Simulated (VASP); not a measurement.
Crystal: Hf3C2.

```
CELL_PARAMETERS angstrom
4.31713 0.00000 0.00000
-2.15857 3.73875 0.00000
0.00000 0.00000 5.27549
ATOMIC_POSITIONS crystal
Hf 0.00000 0.00000 0.00000
Hf 0.33333 0.66667 0.64808
Hf 0.66667 0.33333 0.35192
C 0.33333 0.66667 0.14657
C 0.66667 0.33333 0.85343
```

- Program: VASP 6.6.1
- Task: relaxation of cell and atoms
- Functional: PBE
- Potentials or basis: VASP PAW PBE potentials, release 64 (Hf_pv, C)
- Cutoff: 600 eV
- k mesh: 6 × 6 × 4
- Occupations: gaussian, width 0.1 eV
- Spin: no spin polarisation

At the start: pressure -21.1 GPa; volume 17.03 Å³/atom.

Question: Where does the relaxation end?

Answer: Over 45 steps the energy falls by 1305.5 meV/atom and the volume is 14.84 Å³/atom (-12.9 %); space group P-3m1 (No. 164, to 0.05 Å).

Step by step:
```csv
step,energy change (eV),largest force (eV/Å),pressure (GPa),volume (Å³)
1,0.0000,2.0599,-21.14,85.15
3,-1.4291,2.1563,3.17,69.90
5,-2.0023,1.7068,4.27,69.36
7,-2.3130,0.9478,5.66,69.24
9,-2.3407,0.3501,-8.52,75.62
11,-2.4845,0.1974,0.22,71.57
13,-2.5309,0.2824,2.06,71.15
15,-2.7370,2.1026,6.35,71.47
17,-2.8019,2.2613,5.92,71.87
19,-2.8693,3.2630,5.67,73.28
21,-3.2506,2.1109,0.43,75.08
23,-3.5830,2.4639,-8.78,82.14
25,-3.8437,2.4157,-4.65,78.30
27,-4.1139,4.7906,37.66,65.17
29,-4.5049,3.9211,16.85,69.96
31,-5.3041,3.3226,20.31,68.22
33,-6.2423,0.4201,15.61,68.64
35,-6.4353,0.8972,2.13,72.57
37,-6.5184,0.3417,0.10,73.73
39,-6.5215,0.2052,-0.35,74.02
41,-6.5250,0.0927,0.77,73.79
43,-6.5267,0.0829,-0.11,74.20
45,-6.5273,0.0048,0.00,74.18
```

Final structure:
```
Hf C
1.0
     3.30535    0.00000    0.00000
    -1.65267    2.86252    0.00000
     0.00000    0.00000    7.84012
Hf C
3 2
Direct
  0.00000 0.00000 0.00000
  0.33333 0.66667 0.67636
  0.66667 0.33333 0.32364
  0.33333 0.66667 0.17465
  0.66667 0.33333 0.82535
```
